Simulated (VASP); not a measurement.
# CdSe: single point with PBE

The system is CdSe.

```
Cd Se
1.0
     0.00000    3.15005    3.15005
     3.15005    0.00000    3.15005
     3.15005    3.15005    0.00000
Cd Se
1 1
Direct
  0.00000 0.00000 0.00000
  0.75000 0.75000 0.75000
```

```
Program             : VASP 6.6.1
Task                : single point
Functional          : PBE
Potentials or basis : VASP PAW PBE potentials, release 64 (Cd, Se)
Cutoff              : 520 eV
k mesh              : 6 × 6 × 6
Occupations         : gaussian, width 0.01 eV
Spin                : no spin polarisation
```

```yaml
Pressure: -1.8 GPa
Band_gap_on_the_k_mesh: 0.39 eV, direct
```

Levels at points of the mesh, in eV from the valence-band top:
```
           k point  band 6  band 7  band 8  band 9  band 10  band 11  band 12  band 13
(0.00, 0.00, 0.00)   -7.37    0.00    0.00    0.00     0.39     5.91     5.91     5.91
(0.50, 0.00, 0.00)   -7.15   -3.82   -0.61   -0.61     2.24     6.40     6.40     7.09
(0.50, 0.50, 0.00)   -7.10   -3.63   -1.52   -1.52     3.31     3.61     8.65     9.59
```

It took 17 s on 1 thread of Intel(R) Xeon(R) Platinum 8488C (Sapphire Rapids), with other jobs on the host, peak memory 0.2 GiB.
